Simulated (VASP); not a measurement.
# H2C32O: single point with PBE

The system is H2C32O, a slab with vacuum.

```
CELL_PARAMETERS angstrom
9.86400 0.00000 0.00000
-4.93200 8.54247 0.00000
0.00000 0.00000 13.00000
ATOMIC_POSITIONS crystal
C 0.99943 0.99948 0.06096
C 0.16610 0.08284 0.06097
C 0.99945 0.24952 0.06110
C 0.16616 0.33290 0.06107
C 0.99946 0.49960 0.06104
C 0.16612 0.58290 0.06099
C 0.99943 0.74954 0.06094
C 0.16609 0.83285 0.06094
C 0.24943 0.99951 0.06097
C 0.41608 0.08285 0.06101
C 0.24946 0.24952 0.06101
C 0.41611 0.33288 0.06101
C 0.24946 0.49958 0.06102
C 0.41611 0.58289 0.06097
C 0.24944 0.74954 0.06095
C 0.41609 0.83284 0.06096
C 0.49939 0.99949 0.06102
C 0.66605 0.08279 0.06108
C 0.49940 0.24952 0.06105
C 0.66606 0.33289 0.06112
C 0.49943 0.49954 0.06098
C 0.66609 0.58288 0.06098
C 0.49943 0.74953 0.06094
C 0.66607 0.83283 0.06093
C 0.74938 0.99946 0.06098
C 0.91606 0.08279 0.06101
C 0.74939 0.24951 0.06119
C 0.91611 0.33292 0.06114
C 0.74943 0.49956 0.06104
C 0.91610 0.58289 0.06100
C 0.74942 0.74953 0.06093
C 0.91608 0.83283 0.06094
O 0.88923 0.20663 0.34619
H 0.82786 0.23545 0.30260
H 0.96660 0.20752 0.29974
```

- Program: VASP 6.6.1
- Task: single point
- Functional: PBE
- Potentials or basis: VASP PAW PBE potentials, release 64 (C, O, H)
- Cutoff: 520 eV
- k mesh: 2 × 2 × 1
- Occupations: fermi-dirac, width 0.05 eV
- Spin: no spin polarisation
- Dipole correction: no
- Further INCAR settings: LREAL = Auto; ALGO = Normal; EDIFF = 1e-06; NBANDS = 91

The largest force is 0.141 eV/Å and the band gap on the k mesh is 1.96 eV.

Forces in eV/Å, atoms in the order of the input:
```
C   -0.004 -0.004  0.001
C    0.006  0.004 -0.001
C   -0.005 -0.004  0.000
C    0.005  0.005  0.001
C   -0.005 -0.004 -0.002
C    0.006  0.004 -0.001
C   -0.005 -0.003  0.001
C    0.006  0.003  0.000
C   -0.004 -0.004  0.000
C    0.005  0.004  0.000
C   -0.004 -0.004  0.000
C    0.005  0.005  0.000
C   -0.005 -0.003 -0.001
C    0.006  0.003  0.000
C   -0.005 -0.004  0.000
C    0.006  0.004 -0.001
C   -0.005 -0.004  0.001
C    0.006  0.003  0.001
C   -0.006 -0.005 -0.001
C    0.006  0.005  0.001
C   -0.005 -0.003  0.001
C    0.005  0.004 -0.001
C   -0.005 -0.003  0.001
C    0.006  0.003 -0.001
C   -0.005 -0.005  0.001
C    0.005  0.002  0.000
C   -0.006 -0.005  0.000
C    0.004  0.005  0.001
C   -0.006 -0.004 -0.001
C    0.005  0.004  0.000
C   -0.004 -0.004  0.001
C    0.006  0.004 -0.001
O   -0.004 -0.022  0.097
H   -0.130  0.032 -0.044
H    0.127 -0.010 -0.052
```

Levels at points of the mesh, in eV from the valence-band top:
| k point | band 64 | band 65 | band 66 | band 67 | band 68 | band 69 | band 70 | band 71 | band 72 | band 73 |
| --- | --- | --- | --- | --- | --- | --- | --- | --- | --- | --- |
| (0.00, 0.00, 0.00) | -1.71 | -1.65 | -1.34 | -1.34 | -1.34 | 2.69 | 2.70 | 2.70 | 3.82 | 3.83 |
| (0.50, 0.00, 0.00) | -1.55 | -1.54 | -1.53 | -0.01 | 0.00 | 1.96 | 1.97 | 3.24 | 3.24 | 3.26 |
| (0.00, 0.50, 0.00) | -1.55 | -1.53 | -1.53 | 0.00 | 0.00 | 1.97 | 1.97 | 3.23 | 3.24 | 3.26 |
| (0.50, 0.50, 0.00) | -1.55 | -1.54 | -1.54 | -0.01 | 0.00 | 1.96 | 1.97 | 3.24 | 3.25 | 3.25 |

Wall time 17 min on 1 thread of Intel(R) Xeon(R) Platinum 8559C (Emerald Rapids), with other jobs on the host, peak memory 1.3 GiB.

Caveat: there is no dipole correction, which matters where the two faces differ.
